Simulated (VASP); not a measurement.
# H22CO12 in VASP: further runs, part 2 of 3

VASP 6.6.1. The steps go on from the part before.

## Step 4: Single point, PBE+D3(BJ)

The input, INCAR:

```
ALGO = Normal
EDIFF = 1E-6
ENCUT = 520
GGA = PE
ISIF = 2
ISMEAR = -1
IVDW = 12
LASPH = T
LCHARG = T
LELF = T
LREAL = Auto
LVHAR = T
LWAVE = F
NBANDS = 72
NELM = 80
PREC = Accurate
SIGMA = 0.05
```

The input, KPOINTS:

```
k-points
0
Gamma
  1 1 1
```

The input, POSCAR:

```
H22CO12
1.0
    7.1334920000      0.0000000000      0.0000000000
    0.0000000000      7.1334920000      0.0000000000
    0.0000000000      0.0000000000      7.1334920000
O H C
12 22 1
Direct
    0.5304695092      0.7064842857      0.1800520699
    0.9386286548      0.8483923442      0.6598591545
    0.9576796329      0.3212451910      0.8212667793
    0.1777951107      0.4268596642      0.5511326010
    0.6717607590      0.3329505381      0.0808860513
    0.8210144485      0.5608052830      0.4567468499
    0.4889330499      0.7009750624      0.7945617658
    0.0343310121      0.9611421727      0.9923891413
    0.1962152618     -0.1318849170      0.3079978221
    0.8023279482      0.1284083588      0.3792111914
    0.4852181793      0.0619892754      0.5467027930
    0.5623893599      0.2873066936      0.7509926415
    0.4032246759      0.7271053223      0.2219810438
    0.5241332015      0.7349275782      0.0433588487
    1.0112718988      0.8694339322      0.5393291252
    0.8604201140      0.7463805945      0.6144536224
    0.8835083855      0.3654311241      0.9318297406
    0.8492054102      0.2990120407      0.7410676286
    0.2209857388      0.5515952075      0.5231378966
    0.1321092110      0.4300838916      0.6775363314
    0.6053416756      0.4527656301      0.1185954929
    0.5951503135      0.2886524580     -0.0241116132
    0.8013466616      0.6140611078      0.3249600616
    0.9465910945      0.5054887564      0.4451115947
    0.5144465011      0.7829966025      0.6893678440
    0.5382917651      0.5875102965      0.7344509533
    0.0156304935      1.0922560788      0.9517919134
    0.0380178460      0.8914988620      0.8685647927
    0.2796106031     -0.0533679718      0.3764495706
    0.1653748262     -0.0620593673      0.1871734068
    0.7707725753      0.1776549269      0.2571391403
    0.8654527124      0.0148875193      0.3451325101
    0.6070519179      0.0836336538      0.4777183461
    0.3160864272      0.1377305813      0.7725108544
    0.4528777771      0.1647720359      0.6964331074
```

Potentials or basis: VASP PAW PBE potentials, release 64 (O, H, C).

Started as:

```bash
> cat potpaw_PBE.64/O/POTCAR potpaw_PBE.64/H/POTCAR potpaw_PBE.64/C/POTCAR > POTCAR
> mpirun -np 1 vasp_gam > vasp.out
```

OUTCAR:

```text
EDIFF = 1E-6
   ENCUT = 520
   GGA = PE
   ISIF = 2
   ISMEAR = -1
   IVDW = 12
   LASPH = T
   LREAL = Auto
   NELM = 80
   PREC = Accurate
 IVDW          = 12

 ion  position               nearest neighbor table
   1  0.530  0.706  0.180-  13 0.97  14 1.00
   2  0.939  0.848  0.660-  16 0.97  15 1.02
   3  0.958  0.321  0.821-  18 0.98  17 1.00
   4  0.178  0.427  0.551-  20 0.96  19 0.96
[... 338 lines left out ...]
  -------------------------------------------------------------------------------------
  Total       0.69965     2.62181     0.47351     2.02563     1.04971     3.43292
  in kB       3.08807    11.57192     2.08993     8.94054     4.63312    15.15194
  external pressure =        5.58 kB  Pullay stress =        0.00 kB

 VOLUME and BASIS-vectors are now :
 -----------------------------------------------------------------------------
  energy-cutoff  :      520.00
  volume of cell :      363.00
      direct lattice vectors                 reciprocal lattice vectors
     7.133492000  0.000000000  0.000000000     0.140183798  0.000000000  0.000000000
     0.000000000  7.133492000  0.000000000     0.000000000  0.140183798  0.000000000
     0.000000000  0.000000000  7.133492000     0.000000000  0.000000000  0.140183798

 POSITION                                       TOTAL-FORCE (eV/Angst)
 -----------------------------------------------------------------------------------
      3.78410      5.03970      1.28440         0.926175     -0.331233     -0.949414
      6.69570      6.05200      4.70710         1.170230      0.880076     -1.490386
      6.83160      2.29160      5.85850        -0.464843      0.222384      1.033514
      1.26830      3.04500      3.93150         0.528793     -0.240812     -1.491665
      4.79200      2.37510      0.57700        -0.255269      1.124504      1.110235
      5.85670      4.00050      3.25820        -0.435179      0.878256     -2.248070
[... 27 lines left out ...]
      2.25480      0.98250      5.51070         0.683762     -0.189685     -0.605277
      3.23060      1.17540      4.96800        -0.072403      0.657512     -0.085727
 -----------------------------------------------------------------------------------
    total drift:                               -0.004792      0.001410      0.007222

  FREE ENERGIE OF THE ION-ELECTRON SYSTEM (eV)
  ---------------------------------------------------
  free  energy   TOTEN  =      -177.0264267350 eV

  energy  without entropy=     -177.0264267350  energy(sigma->0) =     -177.02642674
```

It used 150 s of CPU time on 1 thread of AMD EPYC 7R13 Processor (Zen 3), with other jobs on the host.

What came out:

```
Free energy                : -177.0264 eV
Pressure                   : 0.6 GPa
Largest force              : 2.452 eV/Å
Band gap on the k mesh     : 4.67 eV
Dispersion energy per atom : -0.036 eV
```

Forces on the atoms (eV/Å):
```
O    0.926 -0.331 -0.949
O    1.170  0.880 -1.490
O   -0.465  0.222  1.034
O    0.529 -0.241 -1.492
O   -0.255  1.125  1.110
O   -0.435  0.878 -2.248
O    0.300 -0.470 -0.860
O    0.494  0.230 -0.302
O   -0.797 -0.300 -0.736
O   -0.344 -0.206  0.707
O   -1.520 -1.021  0.347
O   -0.322 -0.274 -0.211
H   -0.779  0.215  0.374
H    0.116 -0.159  0.407
H   -0.303 -0.018  1.327
H   -0.369 -0.938 -0.057
H    0.428 -0.076 -0.005
H    0.037 -0.279 -0.702
H    0.347  0.474 -0.011
H   -0.718 -0.067  1.118
H    0.549 -0.665  0.103
H    0.040  0.019 -0.340
H   -0.259 -0.606  1.810
H    0.205 -0.403  0.469
H   -0.149  0.981  0.036
H   -0.151 -0.532  0.687
H   -0.134 -0.188 -0.152
H   -0.403  0.349  0.700
H    0.887  0.857  0.740
H   -0.299 -0.764  0.290
H   -0.601  1.069 -0.901
H    0.532 -0.838  0.058
H    1.129  0.607 -0.167
H    0.684 -0.190 -0.605
C   -0.072  0.658 -0.086
```

Stress tensor (GPa, compression positive):
```
0.31 0.89 1.52
0.89 1.16 0.46
1.52 0.46 0.21
```

Caveat: the k points lie up to 0.88 Å⁻¹ apart.

## Step 5: Single point, PBE+D3(BJ)

The input, INCAR:

```
PREC = Accurate
ENCUT = 520
EDIFF = 1E-7
ISMEAR = -1
SIGMA = 0.05
LREAL = Auto
LASPH = T
NELM = 100
ALGO = Normal
ISIF = 2
LWAVE = F
LCHARG = F
GGA = PE
IVDW = 12
NBANDS = 72
```

The input, KPOINTS:

```
regular mesh
0
Gamma
  1 1 1
```

The input, POSCAR:

```
H22CO12
1.0
    7.1334920000      0.0000000000      0.0000000000
    0.0000000000      7.1334920000      0.0000000000
    0.0000000000      0.0000000000      7.1334920000
O H C
12 22 1
Direct
    0.5315769612      0.6963069420      0.1636786023
    0.9569366588      0.8033232532      0.6910220128
    0.9603991986      0.2884702191      0.8264535798
    0.1799399228      0.4181121953      0.4989702098
    0.6781391218      0.3811457278      0.1544825452
    0.8121828692      0.5681228773      0.4398827391
    0.4589056804      0.7045076941      0.7332593911
   -0.0044298080      0.9601188310      1.0337854167
    0.2367984712     -0.1175160777      0.3130724756
    0.7765902029      0.1098340056      0.3682628368
    0.4939376115      0.0666153407      0.5513148399
    0.5824496614      0.2967831183      0.7480908369
    0.4148599312      0.7479506531      0.2288500499
    0.5145306114      0.7063020467      0.0226396833
    1.0737237807      0.8377944491      0.6336447843
    0.9010734154      0.7056992564      0.5989492944
    0.9622496247      0.3808513418      0.9206570919
    0.8380187431      0.2932364682      0.7620671615
    0.2138644019      0.5350535194      0.5655715321
    0.0950586333      0.3647442234      0.5885476566
    0.6027342569      0.5006804522      0.1745849018
    0.6066173481      0.3173620998      0.0542230930
    0.7416564005      0.6090285095      0.3271609473
    0.9402267501      0.5373244969      0.3862624364
    0.5198435773      0.8141734791      0.6834941428
    0.5343666188      0.5986689268      0.7073814620
    0.0085091565      1.0814619264      0.9700158071
   -0.0023971429      0.8753637069      0.9243579442
    0.2612745623      0.0018083710      0.3815522608
    0.1724400897     -0.0901802371      0.1954442509
    0.7529411963      0.2245043521      0.2883019985
    0.8053278815      0.0011074520      0.2839282640
    0.6276308994      0.0876148736      0.4554711774
    0.3154135450      0.1935657880      0.7371144455
    0.4646952713      0.1887154286      0.6835922715
```

Potentials or basis: VASP PAW PBE potentials, release 64 (O, H, C).

Started as:

```bash
> cat potpaw_PBE.64/O/POTCAR potpaw_PBE.64/H/POTCAR potpaw_PBE.64/C/POTCAR > POTCAR
> mpirun -np 1 vasp_gam > vasp.out
```

OUTCAR:

```text
PREC = Accurate
   ENCUT = 520
   EDIFF = 1E-7
   ISMEAR = -1
   LREAL = Auto
   LASPH = T
   NELM = 100
   ISIF = 2
   GGA = PE
   IVDW = 12
 IVDW          = 12

 ion  position               nearest neighbor table
   1  0.532  0.696  0.164-  14 1.02  13 1.02
   2  0.957  0.803  0.691-  15 0.96  16 1.04
   3  0.960  0.288  0.826-  17 0.94  18 0.99
   4  0.180  0.418  0.499-  20 0.96  19 0.99
   5  0.678  0.381  0.154-  22 0.99  21 1.02
   6  0.812  0.568  0.440-  23 0.99  24 1.01
   7  0.459  0.705  0.733-  26 0.95  25 0.96
   8  0.996  0.960  0.034-  27 0.98  28 0.99
   9  0.237  0.882  0.313-  30 0.98  29 1.00
  10  0.777  0.110  0.368-  32 1.00  31 1.01  33 1.24
  11  0.494  0.067  0.551-  33 1.18  35 1.30
  12  0.582  0.297  0.748-  35 1.23
  13  0.415  0.748  0.229-   1 1.02
  14  0.515  0.706  0.023-   1 1.02
  15  0.074  0.838  0.634-   2 0.96
  16  0.901  0.706  0.599-   2 1.04
  17  0.962  0.381  0.921-   3 0.94
[... 13 lines left out ...]
  31  0.753  0.225  0.288-  10 1.01
  32  0.805  0.001  0.284-  10 1.00
  33  0.628  0.088  0.455-  11 1.18  10 1.24
  34  0.315  0.194  0.737-  35 1.13
  35  0.465  0.189  0.684-  34 1.13  12 1.23  11 1.30

  LATTYP: Found a simple cubic cell.
 ALAT       =     7.1334920000

  Lattice vectors:

 A1 = (   7.1334920000,   0.0000000000,   0.0000000000)
 A2 = (   0.0000000000,   7.1334920000,   0.0000000000)
 A3 = (   0.0000000000,   0.0000000000,   7.1334920000)

Analysis of symmetry for initial positions (statically):
=====================================================================
 Subroutine PRICEL returns:
 Original cell was already a primitive cell.

 Routine SETGRP: Setting up the symmetry group for a
 simple cubic supercell.

 Subroutine GETGRP returns: Found  1 space group operations
 (whereof  1 operations were pure point group operations)
 out of a pool of 48 trial point group operations.

The static configuration has the point symmetry C_1 .

Analysis of symmetry for dynamics (positions and initial velocities):
=====================================================================
 Subroutine PRICEL returns:
 Original cell was already a primitive cell.

 Routine SETGRP: Setting up the symmetry group for a
 simple cubic supercell.

 Subroutine GETGRP returns: Found  1 space group operations
 (whereof  1 operations were pure point group operations)
 out of a pool of 48 trial point group operations.

The dynamic configuration has the point symmetry C_1 .

 Subroutine INISYM returns: Found  1 space group operations
 (whereof  1 operations are pure point group operations),
 and found     1 'primitive' translations

----------------------------------------------------------------------------------------

                                     Primitive cell

  volume of cell :     362.9999

  direct lattice vectors                    reciprocal lattice vectors
     7.133492000  0.000000000  0.000000000     0.140183798  0.000000000  0.000000000
     0.000000000  7.133492000  0.000000000     0.000000000  0.140183798  0.000000000
     0.000000000  0.000000000  7.133492000     0.000000000  0.000000000  0.140183798

  length of vectors
     7.133492000  7.133492000  7.133492000     0.140183798  0.140183798  0.140183798

  position of ions in fractional coordinates (direct lattice)
     0.531576961  0.696306942  0.163678602
     0.956936659  0.803323253  0.691022013
     0.960399199  0.288470219  0.826453580
     0.179939923  0.418112195  0.498970210
     0.678139122  0.381145728  0.154482545
     0.812182869  0.568122877  0.439882739
[... 27 lines left out ...]
     0.315413545  0.193565788  0.737114445
     0.464695271  0.188715429  0.683592271

  ion indices of the primitive-cell ions
   primitive index   ion index
                 1           1
                 2           2
                 3           3
                 4           4
                 5           5
                 6           6
[... 27 lines left out ...]
                34          34
                35          35

[... 48 lines left out ...]
   TEBEG  =    0.0;   TEEND  =   0.0 temperature during run
   PSTRESS=    0.0 pullay stress
   NELECT =      98.0000    total number of electrons
   NUPDOWN=      -1.0000    fix difference up-down
   EMIN   =  10.00;   EMAX   =-10.00  energy-range for DOS
   EFERMI =   0.00;   METHOD = LEGACY
   ISMEAR =    -1;   SIGMA  =   0.05  broadening in eV -4-tet -1-fermi 0-gaus
   EFERMI_NEDOS =   21; number of points for ismear=-14 and -15
   IALGO  =     38    algorithm
   IMIX   =      4    mixing-type and parameters
     AMIX     =   0.40;   BMIX     =  1.00
     AMIX_MAG =   1.60;   BMIX_MAG =  1.00
  volume/ion in A,a.u.               =      10.37        69.99
  Fermi-wavevector in a.u.,A,eV,Ry     =   1.058071  1.999464 15.231907  1.119514
  Thomas-Fermi vector in A             =   2.193367
   LORBIT       =      0    0 simple, 1 ext, 2 COOP (PROOUT), +10 PAW based schemes
   GGA     = PE    functional components
   LHFCALC =     F    Hartree Fock is set to
   AEXX    =    0.0000 exact exchange contribution
   IVDW    =    12    specifies the selected vdW correction
   LEPSILON=     F    determine dielectric tensor
   LRPA    =     F    only Hartree local field effects (RPA)
 non-spin polarized calculation
  energy-cutoff  :      520.00
  volume of cell :      363.00
 maximum number of plane-waves:      4886
 NGX is ok and might be reduce to    54
   NGX = 27   NGY = 27   NGZ = 27

 number of electron      98.0000007 magnetization

 Free energy of the ion-electron system (eV)
  ---------------------------------------------------
  ext. energy  EPLUGINS =         0.00000000
  ---------------------------------------------------
  free energy    TOTEN  =      -175.99442744 eV

  energy without entropy =     -175.99442744  energy(sigma->0) =     -175.99442744

 E-fermi :  -2.2753     XC(G=0):  -6.8099

 val. band max:       -3.5059860083   @ k =   0.0000   0.0000   0.0000
 cond. band min:       1.3859601173   @ k =   0.0000   0.0000   0.0000
 fundamental gap:      4.8919461256
 Fermi energy:        -2.2753462410

 k-point     1 :       0.0000    0.0000    0.0000
  band No.  band energies     occupation
      1     -24.1605      2.00000
      2     -22.8103      2.00000
      3     -22.4502      2.00000
      4     -22.3166      2.00000
      5     -22.1654      2.00000
      6     -22.0334      2.00000
[... 53 lines left out ...]
     60       5.9763      0.00000
     61       6.1798      0.00000
 [bands above 61 left out]

------------------------ aborting loop because EDIFF is reached ----------------------------------------

 Edisp (eV)   -1.23821

 E8    (eV) :    -0.2589

  FORCE on cell =-STRESS in cart. coord.  units (eV):
  Direction    XX          YY          ZZ          XY          YZ          ZX
  --------------------------------------------------------------------------------------
  -------------------------------------------------------------------------------------
  Total      -1.03913     3.32298    -2.15936     0.66528    -0.75164     0.59234
  in kB      -4.58642    14.66668    -9.53080     2.93634    -3.31751     2.61440
  external pressure =        0.18 kB  Pullay stress =        0.00 kB

 VOLUME and BASIS-vectors are now :
 -----------------------------------------------------------------------------
  energy-cutoff  :      520.00
  volume of cell :      363.00
      direct lattice vectors                 reciprocal lattice vectors
     7.133492000  0.000000000  0.000000000     0.140183798  0.000000000  0.000000000
     0.000000000  7.133492000  0.000000000     0.000000000  0.140183798  0.000000000
     0.000000000  0.000000000  7.133492000     0.000000000  0.000000000  0.140183798

 POSITION                                       TOTAL-FORCE (eV/Angst)
 -----------------------------------------------------------------------------------
      3.79200      4.96710      1.16760        -0.685719      0.545539     -0.927752
      6.82630      5.73050      4.92940        -0.699973     -1.079313     -0.363272
      6.85100      2.05780      5.89550         0.733826     -1.276974     -1.490478
      1.28360      2.98260      3.55940         0.532485      1.226524     -0.386572
      4.83750      2.71890      1.10200        -0.377826     -0.944504     -0.921130
      5.79370      4.05270      3.13790         1.175518      0.138896     -0.991022
[... 27 lines left out ...]
      2.25000      1.38080      5.25820         0.583620     -0.225270     -0.094458
      3.31490      1.34620      4.87640        -0.863489     -0.216106     -0.255387
 -----------------------------------------------------------------------------------
    total drift:                                0.005755     -0.005017     -0.007925

  FREE ENERGIE OF THE ION-ELECTRON SYSTEM (eV)
  ---------------------------------------------------
  free  energy   TOTEN  =      -177.2326387434 eV

  energy  without entropy=     -177.2326387433  energy(sigma->0) =     -177.23263874
```

It used 88 s of CPU time on 1 thread of AMD EPYC 7R13 Processor (Zen 3), with other jobs on the host.

What came out:

```yaml
Free_energy: -177.2326 eV
Pressure: 0.0 GPa
Largest_force: 2.095 eV/Å
Band_gap_on_the_k_mesh: 4.89 eV
Dispersion_energy_per_atom: -0.035 eV
```

Forces on the atoms (eV/Å):
```
O   -0.686  0.546 -0.928
O   -0.700 -1.079 -0.363
O    0.734 -1.277 -1.490
O    0.532  1.227 -0.387
O   -0.378 -0.945 -0.921
O    1.176  0.139 -0.991
O   -1.306  0.587  1.055
O    0.394 -0.167  0.221
O    0.673  0.071  1.095
O    0.173 -1.076 -0.331
O   -0.545 -0.180 -0.129
O    0.612  0.708  0.612
H    0.535  0.108 -0.379
H   -0.076  0.141  1.223
H    0.529  0.217 -0.430
H    0.204  1.027  0.736
H   -0.335  1.327  1.087
H   -0.377 -0.007  0.318
H    0.260 -0.342 -0.443
H   -0.763 -0.737  0.819
H   -0.085 -0.244 -0.058
H    0.489  0.254  0.141
H    0.245  0.231  0.817
H   -0.999 -0.056  0.709
H    0.272  0.485 -0.470
H    1.004 -1.308 -0.398
H   -0.313  0.340 -0.060
H   -0.416 -0.280 -0.119
H    0.130 -0.858 -0.633
H   -0.848  0.515 -0.468
H   -0.164  0.230 -0.364
H   -0.049  0.928  0.359
H    0.360 -0.084  0.522
H    0.584 -0.225 -0.094
C   -0.863 -0.216 -0.255
```

Caveat: the k points lie up to 0.88 Å⁻¹ apart.

(Continued in part 3 of 3.)
